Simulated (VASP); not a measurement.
## Li2Ta2O5: single point with PBE

Li2Ta2O5:

```
CELL_PARAMETERS angstrom
5.58881 0.00000 0.00000
0.00000 5.58881 0.00000
0.00000 0.00000 3.88118
ATOMIC_POSITIONS crystal
Li 0.50000 0.00000 0.50000
Li 0.00000 0.50000 0.50000
Ta 0.00000 0.00000 0.00000
Ta 0.50000 0.50000 0.00000
O 0.00000 0.00000 0.50000
O 0.25346 0.25346 0.00000
O 0.74654 0.74654 0.00000
O 0.25346 0.74654 0.00000
O 0.74654 0.25346 0.00000
```

This cell differs from its parent crystal: atoms taken out.

```yaml
Program: VASP 6.6.1
Task: single point
Functional: PBE
Potentials_or_basis: VASP PAW PBE potentials, release 64 (Li_sv, Ta_sv_GW, O)
Cutoff: 880 eV
k_mesh: 4 × 4 × 4
Occupations: gaussian, width 0.1 eV
Spin: collinear spin
Starting_moments: "[0.0, 0.0, 1.0, 1.0, 0.0, 0.0, 0.0, 0.0, 0.0] μB"
```

```yaml
Pressure: 0.3 GPa
Largest_force: 0.265 eV/Å
Band_gap_on_the_k_mesh: zero (filled and empty bands overlap)
Net_moment: 0.00 μB per cell
Valence_electrons_inside_the_program's_atomic_spheres: Li 2.01; Ta 11.62, 11.67; O 5.10, 5.06 (each value once)
```

Forces on the atoms (eV/Å):
```
Li   0.000  0.000  0.000
Li   0.000  0.000  0.000
Ta   0.000  0.000  0.000
Ta   0.000  0.000  0.000
O    0.000  0.000  0.000
O    0.187  0.187  0.000
O   -0.187 -0.187  0.000
O    0.187 -0.187  0.000
O   -0.187  0.187  0.000
```

Stress tensor (GPa, compression positive):
```
 0.91  0.00  0.00
 0.00  0.91  0.00
 0.00  0.00 -0.84
```

Levels at points of the mesh, in eV from the Fermi level:
Spin up:
| k point | band 28 | band 29 | band 30 | band 31 | band 32 | band 33 | band 34 | band 35 |
| --- | --- | --- | --- | --- | --- | --- | --- | --- |
| (0.00, 0.00, 0.00) | -4.12 | -4.12 | -3.35 | -3.24 | -0.54 | -0.38 | -0.38 | 2.12 |
| (0.50, 0.00, 0.00) | -4.46 | -4.19 | -3.98 | -3.09 | 0.62 | 0.82 | 1.12 | 1.33 |
| (0.50, 0.50, 0.00) | -4.39 | -4.39 | -4.10 | -3.20 | -0.29 | -0.29 | 1.95 | 2.36 |
| (0.00, 0.00, 0.50) | -4.11 | -4.11 | -3.33 | -0.44 | 0.43 | 0.43 | 0.90 | 1.56 |
| (0.50, 0.00, 0.50) | -4.11 | -4.02 | -3.85 | 0.58 | 0.79 | 0.97 | 1.11 | 1.52 |
| (0.50, 0.50, 0.50) | -4.84 | -4.76 | -4.76 | 0.53 | 0.53 | 0.98 | 1.45 | 2.03 |
Spin down:
| k point | band 28 | band 29 | band 30 | band 31 | band 32 | band 33 | band 34 | band 35 |
| --- | --- | --- | --- | --- | --- | --- | --- | --- |
| (0.00, 0.00, 0.00) | -4.12 | -4.12 | -3.35 | -3.24 | -0.54 | -0.38 | -0.38 | 2.12 |
| (0.50, 0.00, 0.00) | -4.46 | -4.19 | -3.98 | -3.09 | 0.62 | 0.82 | 1.12 | 1.33 |
| (0.50, 0.50, 0.00) | -4.39 | -4.39 | -4.10 | -3.20 | -0.29 | -0.29 | 1.95 | 2.36 |
| (0.00, 0.00, 0.50) | -4.11 | -4.11 | -3.33 | -0.44 | 0.43 | 0.43 | 0.90 | 1.56 |
| (0.50, 0.00, 0.50) | -4.11 | -4.02 | -3.85 | 0.58 | 0.79 | 0.97 | 1.11 | 1.52 |
| (0.50, 0.50, 0.50) | -4.84 | -4.76 | -4.76 | 0.53 | 0.53 | 0.98 | 1.45 | 2.03 |

Wall time 6.6 min on 1 thread of AMD EPYC 9R45 96-Core Processor (Zen 5), on a shared host, peak memory 0.6 GiB.

Caveat: the k points lie up to 0.40 Å⁻¹ apart, too coarse for converged energies and pressures of a metal; the cell differs from its parent crystal (atoms taken out); spin-orbit coupling is left out, which moves the levels of the heavy elements.
